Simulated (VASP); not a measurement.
# CsHf (Pm-3m) in VASP: further runs

CsHf is run at these levels: PBE; tasks: single point, relaxation of cell and atoms.

Program: VASP 6.6.1. These are calculated values, not measurements. Logs are shortened: lines on timing, memory, paths and dates and some standing lists are left out, and cuts for length are marked.

### 1 The cell of the first run

Symmetry: Pm-3m, No. 221, cubic system. The conventional cell has a = 4.160 Å, b = 4.160 Å, c = 4.160 Å, α = 90.00°, β = 90.00°, γ = 90.00°. Within 4.7 Å of Cs (site symmetry m-3m) lie 8 Hf at 3.60 Å and 6 Cs at 4.16 Å. Within 4.7 Å of Hf (site symmetry m-3m) lie 8 Cs at 3.60 Å and 6 Hf at 4.16 Å.

The cell was built from a structure type or drawn by symmetry, and may not be a known phase.

### 2 Single point, PBE

Input file INCAR:

```
ALGO = Fast ; EDIFF = 1E-6
ENCUT = 520 ; GGA = PE
ISIF = 2 ; ISMEAR = 0
LASPH = T ; LCHARG = F
LREAL = F ; LWAVE = F
NBANDS = 16 ; NELM = 100
PREC = Accurate ; SIGMA = 0.1
```

Input file KPOINTS:

```
k-points
0
Gamma
  14 14 14
```

Input file POSCAR:

```
CsHf
1.0
    4.1597060414      0.0000000000      0.0000000000
    0.0000000000      4.1597060414      0.0000000000
    0.0000000000      0.0000000000      4.1597060414
Cs Hf
1 1
Direct
    0.5000000000      0.5000000000      0.5000000000
    0.0000000000      0.0000000000      0.0000000000
```

Potentials or basis: VASP PAW PBE potentials, release 64 (Cs_sv, Hf_pv).

On the command line:

```
$ cat potpaw_PBE.64/Cs_sv/POTCAR potpaw_PBE.64/Hf_pv/POTCAR > POTCAR
$ mpirun -np 1 vasp_std > vasp.out
```

OUTCAR:

```text
EDIFF = 1E-6
   ENCUT = 520
   GGA = PE
   ISIF = 2
   ISMEAR = 0
   LASPH = T
   LREAL = F
   NELM = 100
   PREC = Accurate

 ion  position               nearest neighbor table
   1  0.500  0.500  0.500-
   2  0.000  0.000  0.000-

  LATTYP: Found a simple cubic cell.
 ALAT       =     4.1597060414

  Lattice vectors:

 A1 = (   4.1597060414,   0.0000000000,   0.0000000000)
 A2 = (   0.0000000000,   4.1597060414,   0.0000000000)
 A3 = (   0.0000000000,   0.0000000000,   4.1597060414)

Analysis of symmetry for initial positions (statically):
=====================================================================
 Subroutine PRICEL returns:
 Original cell was already a primitive cell.

 Routine SETGRP: Setting up the symmetry group for a
 simple cubic supercell.

 Subroutine GETGRP returns: Found 48 space group operations
 (whereof 48 operations were pure point group operations)
 out of a pool of 48 trial point group operations.

The static configuration has the point symmetry O_h .

Analysis of symmetry for dynamics (positions and initial velocities):
=====================================================================
 Subroutine PRICEL returns:
 Original cell was already a primitive cell.

 Routine SETGRP: Setting up the symmetry group for a
 simple cubic supercell.

 Subroutine GETGRP returns: Found 48 space group operations
 (whereof 48 operations were pure point group operations)
 out of a pool of 48 trial point group operations.

The dynamic configuration has the point symmetry O_h .

 Subroutine INISYM returns: Found 48 space group operations
 (whereof 48 operations are pure point group operations),
 and found     1 'primitive' translations

----------------------------------------------------------------------------------------

                                     Primitive cell

  volume of cell :      71.9760

  direct lattice vectors                    reciprocal lattice vectors
     4.159706041  0.000000000  0.000000000     0.240401603  0.000000000  0.000000000
     0.000000000  4.159706041  0.000000000     0.000000000  0.240401603  0.000000000
     0.000000000  0.000000000  4.159706041     0.000000000  0.000000000  0.240401603

  length of vectors
     4.159706041  4.159706041  4.159706041     0.240401603  0.240401603  0.240401603

  position of ions in fractional coordinates (direct lattice)
     0.500000000  0.500000000  0.500000000
     0.000000000  0.000000000  0.000000000

  ion indices of the primitive-cell ions
   primitive index   ion index
                 1           1
[... 70 lines left out ...]
   LASPH  =      T    aspherical Exc in radial PAW
   ENCUT  =  520.0 eV  38.22 Ry    6.18 a.u.   7.73  7.73  7.73*2*pi/ulx,y,z
   NELM   =    100;   NELMIN=  2; NELMDL= -5     # of ELM steps
   EDIFF  = 0.1E-05   stopping-criterion for ELM
   LREAL  =      F    real-space projection
   EDIFFG = 0.1E-04   stopping-criterion for IOM
   NSW    =      0    number of steps for IOM
   IBRION =     -1    ionic relax: 0-MD 1-quasi-New 2-CG
   NFREE  =      0    steps in history (QN), initial steepest desc. (CG)
   ISIF   =      2    stress and relaxation
   ISYM   =      2    0-nonsym 1-usesym 2-fastsym
   POTIM  = 0.5000    time-step for ionic-motion
   TEBEG  =    0.0;   TEEND  =   0.0 temperature during run
   PSTRESS=    0.0 pullay stress
   NELECT =      19.0000    total number of electrons
   NUPDOWN=      -1.0000    fix difference up-down
   EMIN   =  10.00;   EMAX   =-10.00  energy-range for DOS
   EFERMI =   0.00;   METHOD = LEGACY
   ISMEAR =     0;   SIGMA  =   0.10  broadening in eV -4-tet -1-fermi 0-gaus
   EFERMI_NEDOS =   21; number of points for ismear=-14 and -15
   IALGO  =     68    algorithm
   IMIX   =      4    mixing-type and parameters
     AMIX     =   0.40;   BMIX     =  1.00
     AMIX_MAG =   1.60;   BMIX_MAG =  1.00
  volume/ion in A,a.u.               =      35.99       242.86
  Fermi-wavevector in a.u.,A,eV,Ry     =   1.050179  1.984551 15.005542  1.102876
  Thomas-Fermi vector in A             =   2.185172
   LORBIT       =      0    0 simple, 1 ext, 2 COOP (PROOUT), +10 PAW based schemes
   GGA     = PE    functional components
   LHFCALC =     F    Hartree Fock is set to
   AEXX    =    0.0000 exact exchange contribution
   IVDW    =     0    specifies the selected vdW correction
   LEPSILON=     F    determine dielectric tensor
   LRPA    =     F    only Hartree local field effects (RPA)
 non-spin polarized calculation
 RMM-DIIS sequential band-by-band and
 Gauss-broadening in eV      SIGMA  =   0.10
  energy-cutoff  :      520.00
  volume of cell :       71.98
 maximum number of plane-waves:      1964
 NGX is ok and might be reduce to    32
   NGX = 15   NGY = 15   NGZ = 15

 number of electron      19.0000000 magnetization

 Free energy of the ion-electron system (eV)
  ---------------------------------------------------
  ext. energy  EPLUGINS =         0.00000000
  ---------------------------------------------------
  free energy    TOTEN  =        -6.80196538 eV

  energy without entropy =       -6.77768577  energy(sigma->0) =       -6.78982557

 E-fermi :   3.2654     XC(G=0):  -9.3584

 val. band max:        3.2626293332   @ k =   0.3571   0.2143   0.2143
 cond. band min:       3.2659974540   @ k =   0.4286   0.4286   0.3571
 fundamental gap:      0.0033681208
 Fermi energy:         3.2653894558

 k-point     1 :       0.0000    0.0000    0.0000
  band No.  band energies     occupation
      1     -28.7615      2.00000
      2     -28.7615      2.00000
      3     -28.7615      2.00000
      4     -18.9531      2.00000
      5      -5.5351      2.00000
      6      -5.5351      2.00000
[... 433 lines left out ...]
      3     -28.7596      2.00000
      4     -18.8556      2.00000
      5      -6.4043      2.00000
      6      -5.8751      2.00000
[... 8 lines left out ...]
     15       7.0194      0.00000
     16       7.4551      0.00000

 [... further k-points ...]
[... 5 lines left out ...]
  --------------------------------------------------------------------------------------
  -------------------------------------------------------------------------------------
  Total        0.0349262      0.0349262      0.0349262     -0.0000000      0.0000000     -0.0000000
  in kB        0.7774518      0.7774518      0.7774518     -0.0000000      0.0000000     -0.0000000
  external PRESSURE =       0.7774518 kB  Pullay stress =       0.0000000 kB

 VOLUME and BASIS-vectors are now :
 -----------------------------------------------------------------------------
  energy-cutoff  :      520.00
  volume of cell :       71.98
      direct lattice vectors                 reciprocal lattice vectors
     4.159706041  0.000000000  0.000000000     0.240401603  0.000000000  0.000000000
     0.000000000  4.159706041  0.000000000     0.000000000  0.240401603  0.000000000
     0.000000000  0.000000000  4.159706041     0.000000000  0.000000000  0.240401603

 POSITION                                       TOTAL-FORCE (eV/Angst)
 -----------------------------------------------------------------------------------
      2.07985      2.07985      2.07985         0.000000      0.000000      0.000000
      0.00000      0.00000      0.00000         0.000000      0.000000      0.000000
 -----------------------------------------------------------------------------------
    total drift:                                0.000000      0.000000     -0.000000

  FREE ENERGIE OF THE ION-ELECTRON SYSTEM (eV)
  ---------------------------------------------------
  free  energy   TOTEN  =        -6.8019653793 eV

  energy  without entropy=       -6.7776857667  energy(sigma->0) =       -6.78982557
```

OSZICAR:

```text
N       E                     dE             d eps       ncg     rms          rms(c)
DAV:   1     0.830416762478E+02    0.83042E+02   -0.88828E+03  3872   0.993E+02
DAV:   2    -0.192717575075E+01   -0.84969E+02   -0.82416E+02  5616   0.210E+02
DAV:   3    -0.749331143011E+01   -0.55661E+01   -0.55396E+01  4664   0.418E+01
DAV:   4    -0.754710835635E+01   -0.53797E-01   -0.53757E-01  4944   0.515E+00
DAV:   5    -0.754753026307E+01   -0.42191E-03   -0.42186E-03  4696   0.429E-01    0.211E+01
RMM:   6    -0.687432906419E+01    0.67320E+00   -0.87983E-01  4146   0.393E+00    0.979E+00
RMM:   7    -0.682216679918E+01    0.52162E-01   -0.77785E-01  4479   0.389E+00    0.155E+00
RMM:   8    -0.680194846615E+01    0.20218E-01   -0.87304E-02  4098   0.154E+00    0.129E+00
RMM:   9    -0.680256729444E+01   -0.61883E-03   -0.13752E-02  4924   0.602E-01    0.269E-01
RMM:  10    -0.680187679487E+01    0.69050E-03   -0.33826E-03  4524   0.299E-01    0.156E-01
RMM:  11    -0.680196357175E+01   -0.86777E-04   -0.85783E-04  5361   0.130E-01    0.183E-01
RMM:  12    -0.680196510942E+01   -0.15377E-05   -0.10465E-04  5167   0.488E-02    0.774E-02
RMM:  13    -0.680196561471E+01   -0.50529E-06   -0.22099E-05  4879   0.223E-02    0.163E-02
RMM:  14    -0.680196537928E+01    0.23543E-06   -0.42305E-06  4078   0.105E-02
   1 F= -.68019654E+01 E0= -.67898256E+01  d E =-.242796E-01
```

stdout:

```text
POSCAR found type information on POSCAR CsHf
 POSCAR found :  2 types and       2 ions
 scaLAPACK will be used
 LDA part: xc-table for (Slater+PW92), standard interpolation
 POSCAR, INCAR and KPOINTS ok, starting setup
 FFT: planning ... GRIDC
 FFT: planning ... GRID_SOFT
 FFT: planning ... GRID
 WAVECAR not read
 entering main loop
```

It took 40 s on 1 thread of Intel Xeon 6975P-C (Granite Rapids), shared host; peak memory 0.28 GiB.

Results:

```yaml
Free_energy: -6.8020 eV
Pressure: 0.1 GPa
Band_gap_on_the_k_mesh: zero (an odd number of electrons rules out a gap without spin polarisation)
```

Caveat: spin-orbit coupling is left out, which moves the levels of the heavy elements.

### 3 Relaxation of cell and atoms, PBE

This run uses another cell than the first one, of 37.77 Å³/atom.

Input file INCAR:

```
SYSTEM = CsHf
PREC = Accurate
ENCUT = 600
EDIFF = 1E-6
ISMEAR = 0
SIGMA = 0.1
LREAL = .FALSE.
LASPH = .TRUE.
NELM = 100
ALGO = Fast
ISIF = 3
LWAVE = .FALSE.
LCHARG = .FALSE.
GGA = PE
IBRION = 2
NSW = 100
EDIFFG = -0.01
```

Input file KPOINTS:

```
regular mesh
0
G
  14 14 14
  0 0 0
```

Input file POSCAR:

```
CsHf
1.0
    4.2270900100      0.0000000000      0.0000000000
    0.0000000000      4.2270900100      0.0000000000
    0.0000000000      0.0000000000      4.2270900100
Cs Hf
1 1
Direct
    0.5000000000      0.5000000000      0.5000000000
    0.0000000000      0.0000000000      0.0000000000
```

Potentials or basis: VASP PAW PBE potentials, release 64 (Cs_sv, Hf_pv).

On the command line:

```
$ cat potpaw_PBE.64/Cs_sv/POTCAR potpaw_PBE.64/Hf_pv/POTCAR > POTCAR
$ mpirun -np 1 vasp_std > vasp.out
```

Wall time 2.5 min (1 thread of Intel Xeon 6975P-C (Granite Rapids), shared host); peak memory 0.34 GiB.

Results (log left out):

| Item | Value |
| --- | --- |
| Free energy | -6.8023 eV |
| Relaxed volume | 36.21 Å³/atom |
| Relaxed cell | a = 4.168 Å, b = 4.168 Å, c = 4.168 Å, α = 90.00°, β = 90.00°, γ = 90.00° |
| Space group after relaxing (to 0.1 Å) | Pm-3m (No. 221) |
| Energy gained by relaxing | 3.0 meV/atom |
| Ionic steps | 3 |
| Pressure after relaxing | 0.0 GPa |
| Band gap on the k mesh | zero (an odd number of electrons rules out a gap without spin polarisation) |

Step by step:
```
step  energy change (eV)  largest force (eV/Å)  pressure (GPa)  volume (Å³)
   1              0.0000                0.0000           -0.59        75.53
   2             -0.0043                0.0000           -0.32        74.03
   3             -0.0059                0.0000           -0.01        72.41
```

Final structure:
```yaml
crystal:
  lattice:
    - [4.16805, 0.00000, 0.00000]
    - [0.00000, 4.16805, 0.00000]
    - [0.00000, 0.00000, 4.16805]
  atoms:
    - { symbol: Cs, position: [0.50000, 0.50000, 0.50000] }
    - { symbol: Hf, position: [0.00000, 0.00000, 0.00000] }
```

Levels at points of the mesh, in eV from the Fermi level:
```
           k point  band 8  band 9  band 10  band 11  band 12  band 13
(0.00, 0.00, 0.00)   -3.91   -1.27    -1.27     1.20     1.20     1.20
(0.50, 0.00, 0.00)   -1.12   -0.47    -0.45     1.19     1.20     2.40
(0.50, 0.50, 0.00)   -2.60   -0.72     0.17     0.17     1.78     2.63
(0.50, 0.50, 0.50)    0.14    0.14     0.14     1.00     1.00     1.29
```

Caveat: spin-orbit coupling is left out, which moves the levels of the heavy elements.
